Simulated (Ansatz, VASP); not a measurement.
One calculation of LiPS3, two programs

```xyz
10
Lattice="5.7027 -3.5918 -0.0855 5.7027 3.5918 -0.0855 -3.9764 0.0000 5.4715" Properties=species:S:1:pos:R:3 pbc="T T T"
Li    5.7027   -1.8531   -0.0855
Li    5.7027    1.8531   -0.0855
P    -0.5646    0.0000    3.1195
P     7.9936    0.0000    2.1810
S     3.7145    2.0227    2.6502
S     3.7145   -2.0227    2.6502
S     0.8873    0.0000    1.7258
S     6.5417    0.0000    3.5747
S    -0.0214    0.0000    5.0387
S     7.4504    0.0000    0.2618
```

Alike in both runs: functional PBE; k mesh 4 × 4 × 4; occupations fermi-dirac, width 0.02 eV; no spin polarisation.

Ansatz relaxed the structure, and its values are those at the end. VASP's run is a single point on that final structure, the one shown.

```csv
,VASP,Ansatz
version,VASP 6.6.1,Ansatz 0.2.0
potentials or method,"VASP PAW PBE potentials, release 64 (Li_sv, P, S), cutoff 520 eV",PAW plane waves
valence electrons in the cell,52,52
```

Ansatz gave:

```
gap on the k mesh at the Fermi level (eV) : 1.76
rms of the force components (eV/Å)        : 0.002
```

Task: Which values does VASP return?

Result: gap on the k mesh at the Fermi level (eV): 1.76; rms of the force components (eV/Å): 0.041.

Noted on VASP's run: the cutoff is under 1.25 times that of the potentials, so the pressure is a little rough.
